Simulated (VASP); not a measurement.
Ge, 8 atoms in the cell. The typed cell holds 8 atoms: a = 8.024 Å, b = 4.022 Å, c = 8.024 Å, α = 59.91°, β = 60.03°, γ = 59.91°. 

```yaml
Program: VASP 6.6.1
Task: single point
Functional: PBEsol
Potentials_or_basis: VASP PAW PBE potentials, release 64 (Ge_d)
Cutoff: 500 eV
k_mesh: 6 × 6 × 6
Occupations: fermi-dirac, width 0.05 eV
Spin: no spin polarisation
Dipole_correction: no
Further_INCAR_settings: ALGO = Normal; EDIFF = 1e-06; NBANDS = 66
```

Potentials or basis: VASP PAW PBE potentials, release 64 (Ge_d).

Run with:

```console
$ cat potpaw_PBE.64/Ge_d/POTCAR > POTCAR
$ mpirun -np 4 vasp_std > vasp.out
```

Hardware: 4 MPI ranks on Intel(R) Xeon(R) Platinum 8259CL CPU @ 2.50GHz (Skylake/Cascade Lake), with other jobs on the host.

How long does it take, and how much memory?

Wall time 5 min on 4 MPI ranks on Intel(R) Xeon(R) Platinum 8259CL CPU @ 2.50GHz (Skylake/Cascade Lake) (shared host), peak memory 0.87 GiB a rank. Counts: scf iterations 14, k points 112.
